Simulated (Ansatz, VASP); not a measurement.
# One calculation of BP, two programs

File INCAR:

```
SYSTEM = BP
ALGO = Normal
EDIFF = 1E-6
ENCUT = 500
GGA = CA
GGA_COMPAT = .FALSE.
ISIF = 2
ISMEAR = 0
LASPH = .TRUE.
LCHARG = .FALSE.
LREAL = .FALSE.
LWAVE = .FALSE.
NBANDS = 11
NELM = 120
PREC = Accurate
SIGMA = 0.01
```

File KPOINTS:

```
k-points
0
G
  10 10 10
  0 0 0
```

Contents of POSCAR:

```
BP
1.0
    0.0000000000      2.2229228706      2.2558474901
    2.2229228706      0.0000000000      2.2558474901
    2.2229228706      2.2229228706      0.0000000000
B P
1 1
Direct
    0.0000000000      0.0000000000      0.0000000000
    0.2500000000      0.2500000000      0.2500000000
```

Input for Ansatz:

```yaml
crystal:
  lattice:
    - [0.0, 2.2229228719, 2.2558474898]
    - [2.2229228719, 0.0, 2.2558474898]
    - [2.2229228719, 2.2229228719, 0.0]
  atoms:
    - { symbol: B, position: [0.0, 0.0, 0.0] }
    - { symbol: P, position: [0.25, 0.25, 0.25] }
basis:
  ecutwfc: 420
kpoints:
  mp_grid: { grid: [10, 10, 10] }
  band_path:
    path:
      - [0.0, 0.0, 0.0]
      - [0.0, 0.0, 0.0]
      - [0.0, 0.0, 0.0]
      - [0.0, 0.0, 0.0]
      - [0.0, 0.0, 0.0]
      - [0.0, 0.0, 0.0]
      - [0.0, 0.0, 0.0]
      - [0.0, 0.0, 0.0]
      - [0.0, 0.0, 0.0]
      - [0.0, 0.0, 0.0]
      - [0.0, 0.0, 0.0]
      - [0.0, 0.0, 0.0]
      - [0.0, 0.0, 0.0]
      - [0.0, 0.0, 0.0]
      - [0.0, 0.0, 0.0]
      - [0.0, 0.0, 0.0]
      - [0.0, 0.0, 0.0]
      - [0.0, 0.0, 0.0]
      - [0.0, 0.0, 0.0]
      - [0.0, 0.0, 0.0]
      - [0.0, 0.0, 0.0]
      - [0.0, 0.0, 0.0]
      - [0.0, 0.0, 0.0]
      - [0.0, 0.0, 0.0]
      - [0.0, 0.0, 0.0]
      - [0.0, 0.0, 0.0]
      - [0.3, 0.3, 0.0]
      - [0.3166666667, 0.3166666667, 0.0]
      - [0.3333333333, 0.3333333333, 0.0]
      - [0.35, 0.35, 0.0]
      - [0.3666666667, 0.3666666667, 0.0]
      - [0.3833333333, 0.3833333333, 0.0]
      - [0.4, 0.4, 0.0]
      - [0.4166666667, 0.4166666667, 0.0]
      - [0.4333333333, 0.4333333333, 0.0]
      - [0.45, 0.45, 0.0]
      - [0.4666666667, 0.4666666667, 0.0]
      - [0.4833333333, 0.4833333333, 0.0]
      - [0.5, 0.5, 0.0]
      - [0.0, 0.3, 0.3]
      - [0.0, 0.3166666667, 0.3166666667]
      - [0.0, 0.3333333333, 0.3333333333]
      - [0.0, 0.35, 0.35]
      - [0.0, 0.3666666667, 0.3666666667]
      - [0.0, 0.3833333333, 0.3833333333]
      - [0.0, 0.4, 0.4]
      - [0.0, 0.4166666667, 0.4166666667]
      - [0.0, 0.4333333333, 0.4333333333]
      - [0.0, 0.45, 0.45]
      - [0.0, 0.4666666667, 0.4666666667]
      - [0.0, 0.4833333333, 0.4833333333]
      - [0.0, 0.5, 0.5]
      - [0.5, 0.5, 0.5]
      - [0.5, 0.5, 0.5]
      - [0.5, 0.5, 0.5]
      - [0.5, 0.5, 0.5]
      - [0.5, 0.5, 0.5]
      - [0.5, 0.5, 0.5]
      - [0.5, 0.5, 0.5]
      - [0.5, 0.5, 0.5]
      - [0.5, 0.5, 0.5]
      - [0.5, 0.5, 0.5]
      - [0.5, 0.5, 0.5]
      - [0.5, 0.5, 0.5]
      - [0.5, 0.5, 0.5]
      - [0.0, 0.0, 0.5]
      - [0.0, 0.0, 0.5]
      - [0.0, 0.0, 0.5]
      - [0.0, 0.0, 0.5]
      - [0.0, 0.0, 0.5]
      - [0.0, 0.0, 0.5]
      - [0.0, 0.0, 0.5]
      - [0.0, 0.0, 0.5]
      - [0.0, 0.0, 0.5]
      - [0.0, 0.0, 0.5]
      - [0.0, 0.0, 0.5]
      - [0.0, 0.0, 0.5]
      - [0.0, 0.0, 0.5]
    npoints: 1
hamiltonian:
  xc: lda
  pseudopotentials: { kind: paw, azcp: { folder: soft_1 } }
scf:
  occupations: { method: fixed }
  n_extra_bands: 5
output:
  eigenvalues: true
```

Alike in both runs: task single point; functional LDA; k mesh 10 × 10 × 10; no spin polarisation.

```csv
,VASP,Ansatz
version,VASP 6.6.1,Ansatz 0.2.0
potentials or method,"VASP PAW LDA potentials, release 64 (B, P), cutoff 500 eV","scalar-relativistic, plane waves, PAW"
occupations,"gaussian, width 0.01 eV",fixed
valence electrons in the cell,8,8
```

```csv
,VASP,Ansatz,Ansatz less VASP
gap on the k mesh at the Fermi level (eV),1.02,1.02,-0.001
least direct gap on the mesh (eV),3.38,3.38,-0.003
```

Ansatz warns that its potentials were made for another functional, while VASP's fit it. LDA's correlation is that of Perdew and Zunger in VASP and of Perdew and Wang (1992) in Ansatz.
